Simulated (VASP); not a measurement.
# Al3GaN4 (P-43m) in VASP: relaxation of the atoms with PBEsol

Aim: the relaxation of the atoms of Al3GaN4 with PBEsol.

Program: VASP 6.6.1. These are calculated values, not measurements. Logs are shortened: lines on timing, memory, paths and dates and some standing lists are left out, and cuts for length are marked.

## (1) The cell of the first run

Symmetry: P-43m, No. 215, cubic system. The conventional cell has a = 4.436 Å, b = 4.436 Å, c = 4.436 Å, α = 90.00°, β = 90.00°, γ = 90.00°. Al (site symmetry -42m) has 4 N at 1.91 Å within 2.5 Å. Ga (site symmetry -43m) has 4 N at 1.96 Å within 2.6 Å. N (site symmetry 3m) has 3 Al at 1.91 Å and 1 Ga at 1.96 Å within 2.5 Å.

## (2) Relaxation of the atoms, PBEsol (10.91 Å³/atom)

Contents of INCAR:

```
PREC = Accurate
ENCUT = 520
EDIFF = 1E-7
ISMEAR = 0
SIGMA = 0.01
LREAL = F
LASPH = T
NELM = 80
ALGO = Normal
ISIF = 2
LWAVE = F
LCHARG = F
GGA = PS
IBRION = 2
NSW = 80
EDIFFG = -0.001
```

Contents of KPOINTS:

```
Automatic mesh
0
Gamma
  6 6 6
```

Contents of POSCAR:

```
Al3GaN4
1.0
    4.4363707062      0.0000000000      0.0000000000
    0.0000000000      4.4363707062      0.0000000000
    0.0000000000      0.0000000000      4.4363707062
Al Ga N
3 1 4
Direct
    0.5000000000      0.5000000000      0.0000000000
    0.5000000000      0.0000000000      0.5000000000
    0.0000000000      0.5000000000      0.5000000000
    0.0000000000      0.0000000000      0.0000000000
    0.7447085552      0.7447085552      0.2552914448
    0.7447085552      0.2552914448      0.7447085552
    0.2552914448      0.7447085552      0.7447085552
    0.2552914448      0.2552914448      0.2552914448
```

Potentials or basis: VASP PAW PBE potentials, release 64 (Al, Ga_d, N).

Launch:

```sh
> cat potpaw_PBE.64/Al/POTCAR potpaw_PBE.64/Ga_d/POTCAR potpaw_PBE.64/N/POTCAR > POTCAR
> mpirun -np 1 vasp_std > vasp.out
```

OUTCAR:

```text
PREC = Accurate
   ENCUT = 520
   EDIFF = 1E-7
   ISMEAR = 0
   LREAL = F
   LASPH = T
   NELM = 80
   ISIF = 2
   GGA = PS
   IBRION = 2
   NSW = 80
   EDIFFG = -0.001

 ion  position               nearest neighbor table
   1  0.500  0.500  0.000-   5 1.91   6 1.91   7 1.91   8 1.91   3 3.14   4 3.14   2 3.14   2 3.14
                             3 3.14   2 3.14   4 3.14   2 3.14   3 3.14   4 3.14   3 3.14   4 3.14
   2  0.500  0.000  0.500-   5 1.91   6 1.91   7 1.91   8 1.91   3 3.14   4 3.14   1 3.14   1 3.14
                             4 3.14   1 3.14   3 3.14   1 3.14   3 3.14   4 3.14   4 3.14   3 3.14
   3  0.000  0.500  0.500-   5 1.91   6 1.91   7 1.91   8 1.91   2 3.14   4 3.14   1 3.14   1 3.14
                             4 3.14   2 3.14   4 3.14   4 3.14   1 3.14   2 3.14   1 3.14   2 3.14
   4  0.000  0.000  0.000-   5 1.96   6 1.96   7 1.96   8 1.96   2 3.14   3 3.14   1 3.14   2 3.14
                             3 3.14   1 3.14   3 3.14   3 3.14   1 3.14   2 3.14   2 3.14   1 3.14
   5  0.745  0.745  0.255-   1 1.91   2 1.91   3 1.91   4 1.96
   6  0.745  0.255  0.745-   1 1.91   2 1.91   3 1.91   4 1.96
   7  0.255  0.745  0.745-   1 1.91   2 1.91   3 1.91   4 1.96
   8  0.255  0.255  0.255-   1 1.91   2 1.91   3 1.91   4 1.96

  LATTYP: Found a simple cubic cell.
 ALAT       =     4.4363707062

  Lattice vectors:

 A1 = (   4.4363707062,   0.0000000000,   0.0000000000)
 A2 = (   0.0000000000,   4.4363707062,   0.0000000000)
 A3 = (   0.0000000000,   0.0000000000,   4.4363707062)

Analysis of symmetry for initial positions (statically):
=====================================================================
 Subroutine PRICEL returns:
 Original cell was already a primitive cell.

 Routine SETGRP: Setting up the symmetry group for a
 simple cubic supercell.

 Subroutine GETGRP returns: Found 24 space group operations
 (whereof 24 operations were pure point group operations)
 out of a pool of 48 trial point group operations.

The static configuration has the point symmetry T_d .

Analysis of symmetry for dynamics (positions and initial velocities):
=====================================================================
 Subroutine PRICEL returns:
 Original cell was already a primitive cell.

[... 183 lines left out ...]
     0.000000000  0.000000000  4.436370706     0.000000000  0.000000000  0.225409477

 POSITION                                       TOTAL-FORCE (eV/Angst)
 -----------------------------------------------------------------------------------
      2.21819      2.21819      0.00000         0.000000      0.000000      0.000000
      2.21819      0.00000      2.21819         0.000000      0.000000      0.000000
      0.00000      2.21819      2.21819         0.000000      0.000000      0.000000
      0.00000      0.00000      0.00000         0.000000      0.000000      0.000000
      3.30380      3.30380      1.13257         0.004695      0.004695     -0.004695
      3.30380      1.13257      3.30380         0.004695     -0.004695      0.004695
      1.13257      3.30380      3.30380        -0.004695      0.004695      0.004695
      1.13257      1.13257      1.13257        -0.004695     -0.004695     -0.004695
 -----------------------------------------------------------------------------------
    total drift:                               -0.000000     -0.000000      0.000000

  FREE ENERGIE OF THE ION-ELECTRON SYSTEM (eV)
  ---------------------------------------------------
  free  energy   TOTEN  =       -59.9308770249 eV

  energy  without entropy=      -59.9308770249  energy(sigma->0) =      -59.93087702

--------------------------------------- Ionic step        2  -------------------------------------------

 number of electron      41.9999983 magnetization

 Free energy of the ion-electron system (eV)
  ---------------------------------------------------
  ext. energy  EPLUGINS =         0.00000000
  ---------------------------------------------------
  free energy    TOTEN  =       -59.93088275 eV

  energy without entropy =      -59.93088275  energy(sigma->0) =      -59.93088275

 E-fermi :   5.5154     XC(G=0): -11.2360

 val. band max:        5.4274501802   @ k =   0.0000   0.0000   0.0000
 cond. band min:       8.7024568728   @ k =   0.0000   0.0000   0.0000
 fundamental gap:      3.2750066926
 Fermi energy:         5.5153867143

 k-point     1 :       0.0000    0.0000    0.0000
  band No.  band energies     occupation
      1      -9.6020      2.00000
      2      -7.9373      2.00000
      3      -7.9373      2.00000
      4      -7.9373      2.00000
      5      -7.1990      2.00000
      6      -7.1990      2.00000
[... 569 lines left out ...]
     25      12.1769      0.00000
     26      14.7058      0.00000

------------------------ aborting loop because EDIFF is reached ----------------------------------------

  FORCE on cell =-STRESS in cart. coord.  units (eV):
  Direction    XX          YY          ZZ          XY          YZ          ZX
  --------------------------------------------------------------------------------------
  -------------------------------------------------------------------------------------
  Total       -2.0872436     -2.0872436     -2.0872436     -0.0000000      0.0000000      0.0000000
  in kB      -38.3001282    -38.3001282    -38.3001282     -0.0000000      0.0000000      0.0000000
  external PRESSURE =     -38.3001282 kB  Pullay stress =       0.0000000 kB

 VOLUME and BASIS-vectors are now :
 -----------------------------------------------------------------------------
  energy-cutoff  :      520.00
  volume of cell :       87.31
      direct lattice vectors                 reciprocal lattice vectors
     4.436370706  0.000000000  0.000000000     0.225409477  0.000000000  0.000000000
     0.000000000  4.436370706  0.000000000     0.000000000  0.225409477  0.000000000
     0.000000000  0.000000000  4.436370706     0.000000000  0.000000000  0.225409477

 POSITION                                       TOTAL-FORCE (eV/Angst)
 -----------------------------------------------------------------------------------
      2.21819      2.21819      0.00000         0.000000      0.000000      0.000000
      2.21819      0.00000      2.21819         0.000000      0.000000      0.000000
      0.00000      2.21819      2.21819         0.000000      0.000000      0.000000
      0.00000      0.00000      0.00000         0.000000      0.000000      0.000000
      3.30403      3.30403      1.13234        -0.000487     -0.000487      0.000487
      3.30403      1.13234      3.30403        -0.000487      0.000487     -0.000487
      1.13234      3.30403      3.30403         0.000487     -0.000487     -0.000487
      1.13234      1.13234      1.13234         0.000487      0.000487      0.000487
 -----------------------------------------------------------------------------------
    total drift:                               -0.000000     -0.000000      0.000000

  FREE ENERGIE OF THE ION-ELECTRON SYSTEM (eV)
  ---------------------------------------------------
  free  energy   TOTEN  =       -59.9308827487 eV

  energy  without entropy=      -59.9308827487  energy(sigma->0) =      -59.93088275

 reached required accuracy - stopping structural energy minimisation
```

CONTCAR:

```text
Al3GaN4
   1.00000000000000
     4.4363707062000000    0.0000000000000000    0.0000000000000000
     0.0000000000000000    4.4363707062000000    0.0000000000000000
     0.0000000000000000    0.0000000000000000    4.4363707062000000
  Al              Ga              N
     3     1     4
Direct
     0.5000000000000000    0.5000000000000000    0.0000000000000000
     0.5000000000000000    0.0000000000000000    0.5000000000000000
     0.0000000000000000    0.5000000000000000    0.5000000000000000
     0.0000000000000000    0.0000000000000000    0.0000000000000000
     0.7447596058390406    0.7447596058390406    0.2552403941609594
     0.7447596058390406    0.2552403941609594    0.7447596058390406
     0.2552403941609594    0.7447596058390406    0.7447596058390406
     0.2552403941609594    0.2552403941609594    0.2552403941609594

  0.00000000E+00  0.00000000E+00  0.00000000E+00
  0.00000000E+00  0.00000000E+00  0.00000000E+00
  0.00000000E+00  0.00000000E+00  0.00000000E+00
  0.00000000E+00  0.00000000E+00  0.00000000E+00
  0.00000000E+00  0.00000000E+00  0.00000000E+00
  0.00000000E+00  0.00000000E+00  0.00000000E+00
  0.00000000E+00  0.00000000E+00  0.00000000E+00
  0.00000000E+00  0.00000000E+00  0.00000000E+00
```

Run time: 52 s. Hardware: 1 thread of Intel Xeon Platinum 8488C (Sapphire Rapids), shared host; peak memory 0.22 GiB.

What came out:

```yaml
Free_energy: -59.9309 eV
Energy_gained_by_relaxing: 0.0 meV/atom
Ionic_steps: 2
Pressure_after_relaxing: -3.8 GPa
Band_gap_on_the_k_mesh: 3.27 eV
```

Final structure:
```cif
data_structure
_symmetry_space_group_name_H-M 'P 1'
_symmetry_Int_Tables_number 1
_cell_length_a 4.4364
_cell_length_b 4.4364
_cell_length_c 4.4364
_cell_angle_alpha 90.000
_cell_angle_beta 90.000
_cell_angle_gamma 90.000
_cell_volume 87.31
loop_
_atom_site_label
_atom_site_type_symbol
_atom_site_fract_x
_atom_site_fract_y
_atom_site_fract_z
_atom_site_occupancy
Al1 Al 0.50000 0.50000 0.00000 1
Al2 Al 0.50000 0.00000 0.50000 1
Al3 Al 0.00000 0.50000 0.50000 1
Ga1 Ga 0.00000 0.00000 0.00000 1
N1 N 0.74476 0.74476 0.25524 1
N2 N 0.74476 0.25524 0.74476 1
N3 N 0.25524 0.74476 0.74476 1
N4 N 0.25524 0.25524 0.25524 1
```

Caveat: the PAW data sets were made with another functional, which shifts forces and pressure a little. A k mesh can miss the band edges.
